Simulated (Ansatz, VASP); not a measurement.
**One calculation of LiF, two programs**

```
Li F
1.0
     3.08101    0.00000    0.00000
    -1.54051    2.66824    0.00000
     0.00000    0.00000    4.78534
Li F
2 2
Cartesian
  0.0000 1.7788 -0.0356
  1.5405 0.8894 2.3571
  0.0000 1.7788 1.8301
  1.5405 0.8894 4.2227
```

Alike in both runs: task single point; functional PBE-based screened hybrid; k mesh 6 × 6 × 2; no spin polarisation.

|  | VASP | Ansatz |
| --- | --- | --- |
| version | VASP 6.6.1 | Ansatz 0.2.0 |
| potentials or method | VASP PAW PBE potentials, release 64 (Li_sv, F) | plane waves |
| plane-wave cutoff (eV) | 520 | 420 |
| occupations | gaussian, width 0.01 eV | fixed |
| valence electrons in the cell | 20 | 20 |

Ansatz gave:

| Item | Value |
| --- | --- |
| gap on the k mesh at the Fermi level (eV) | 10.71 |
| rms of the force components (eV/Å) | 0.006 |

Q: Estimate VASP's values.

A: gap on the k mesh at the Fermi level (eV): 10.67; rms of the force components (eV/Å): 0.006.

VASP's potentials were made for PBE, not for PBE-based screened hybrid. Atom by atom the forces differ by 0.001 eV/Å (rms over components). Ansatz's warnings: stress exchange threshold loose, stress scf threshold loose.

The k mesh is coarse, so the values compare programs but aren't converged. Noted on VASP's run: the cutoff is short for stress, so the pressure is rough.
